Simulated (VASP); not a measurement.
Set up this calculation in VASP 6.6.1, as the native input.

- Task: single point
- Functional: PBE
- Potentials or basis: VASP PAW PBE potentials, release 64 (Si, N)
- Cutoff: 520 eV
- k mesh: 10 × 10 × 10
- Occupations: gaussian, width 0.1 eV
- Spin: no spin polarisation
- Dipole correction: no
- Further INCAR settings: ALGO = Normal; EDIFF = 1e-07; NBANDS = 22

The structure of Si5N lies in POSCAR:

```
Si5N
1.0
   -3.1789127873      3.1789127873      2.2604201149
    3.1789127873     -3.1789127873      2.2604201149
    3.1789127873      3.1789127873     -2.2604201149
Si N
5 1
Direct
    0.0000000000      0.3082445478      0.3082445478
    0.0000000000      0.6917554522      0.6917554522
    0.6917554522      0.0000000000      0.6917554522
    0.3082445478      0.0000000000      0.3082445478
    0.5000000000      0.5000000000      0.0000000000
    0.0000000000      0.0000000000      0.0000000000
```

One way to write it, as run:

INCAR

```
ALGO     = Normal         # electronic algorithm
EDIFF    = 1E-7           # SCF threshold, eV
ENCUT    = 520            # plane-wave cutoff, eV
GGA      = PE             # functional
ISIF     = 2              # what is computed and relaxed
ISMEAR   = 0              # smearing method
LASPH    = True           # aspherical terms in the spheres
LCHARG   = False          # write CHGCAR
LREAL    = False          # projectors in reciprocal space
LWAVE    = False          # write WAVECAR
NBANDS   = 22             # bands
NELM     = 100            # most SCF steps
PREC     = Accurate       # precision mode
SIGMA    = 0.1            # smearing width, eV
```

KPOINTS

```
k-points
0
Gamma
  10 10 10
```

Potentials or basis: VASP PAW PBE potentials, release 64 (Si, N).

Launch:

```console
$ cat potpaw_PBE.64/Si/POTCAR potpaw_PBE.64/N/POTCAR > POTCAR
$ mpirun -np 1 vasp_std > vasp.out
```

Results of the run:

```json
{"Pressure": "0.0 GPa", "Largest force": "0.006 eV/Å"}
```

Wall time 99 s on 1 thread of Intel(R) Xeon(R) Platinum 8481C CPU @ 2.70GHz (Sapphire Rapids) (shared host), peak memory 0.33 GiB.
